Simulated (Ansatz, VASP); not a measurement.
**RbBr in VASP and in Ansatz**

INCAR

```
SYSTEM = RbBr
PREC = Accurate
ENCUT = 520
EDIFF = 1E-7
ISMEAR = 0
SIGMA = 0.01
LREAL = .FALSE.
LASPH = .TRUE.
NELM = 100
ALGO = Normal
ISIF = 2
LWAVE = .FALSE.
LCHARG = .FALSE.
GGA = PE
NBANDS = 15
```

File KPOINTS:

```
Automatic mesh
0
G
  6 6 6
  0 0 0
```

POSCAR

```
RbBr
1.0
    0.0000000000      3.3330619075      3.3330619075
    3.3330619075      0.0000000000      3.3330619075
    3.3330619075      3.3330619075      0.0000000000
Rb Br
1 1
Direct
    0.0000000000      0.0000000000      0.0000000000
    0.5000000000      0.5000000000      0.5000000000
```

Input for Ansatz:

```yaml
crystal:
  lattice:
    - [0.0, 3.3330619074520196, 3.3330619074520196]
    - [3.3330619074520196, 0.0, 3.3330619074520196]
    - [3.3330619074520196, 3.3330619074520196, 0.0]
  atoms:
    - { symbol: Rb, position: [0.0, 0.0, 0.0] }
    - { symbol: Br, position: [0.5, 0.5, 0.5] }
basis:
  ecutwfc: 571.4391111657479
kpoints:
  mp_grid:
    grid: [6, 6, 6]
hamiltonian:
  xc: pbe
scf:
  occupations:
    method: fixed
output:
  stress: true
```

Alike in both runs: task single point; functional PBE; k mesh 6 × 6 × 6; no spin polarisation.

```csv
,VASP,Ansatz
version,VASP 6.6.1,Ansatz 0.2.0
potentials or method,"VASP PAW PBE potentials, release 64 (Rb_sv, Br), cutoff 520 eV","plane waves, PAW"
occupations,"gaussian, width 0.01 eV",fixed
valence electrons in the cell,16,16
```

|  | VASP | Ansatz | Ansatz less VASP |
| --- | --- | --- | --- |
| pressure (GPa) | 2.7 | 2.7 | -0.04 |
